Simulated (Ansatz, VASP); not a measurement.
**Two plane-wave programs on AlC**

```
Al C
1.0
     3.70159    0.00000    0.00000
     0.00000    3.70159    0.00000
     0.00000    0.00000    4.30043
Al C
2 2
Direct
  0.00000 0.00000 0.56887
  0.50000 0.50000 0.74092
  0.00000 0.00000 0.10329
  0.50000 0.50000 0.23344
```

Alike in both runs: task relaxation of cell and atoms; functional PBE; k mesh 5 × 5 × 5; occupations gaussian, width 0.2 eV; no spin polarisation.

|  | VASP | Ansatz |
| --- | --- | --- |
| version | VASP 6.6.1 | Ansatz 0.2.0 |
| potentials or method | VASP PAW PBE potentials, release 64 (Al, C), cutoff 600 eV | scalar-relativistic, plane waves, PAW |
| valence electrons in the cell | 14 | 14 |

|  | VASP | Ansatz | Ansatz less VASP |
| --- | --- | --- | --- |
| gap on the k mesh at the Fermi level, each at its own relaxed structure (eV) | none | none | - |
| relaxed volume (Å³/atom) | 9.77 | 9.74 | -0.024 |
| relaxed cell length with the largest relative difference (Å) | 4.383 | 4.362 | -0.0210 |

A gap of «none» marks a metal or a gap that the smearing closes.

Noted on VASP's run: the volume moved by over 15 % at a fixed basis, so the end points are rough.
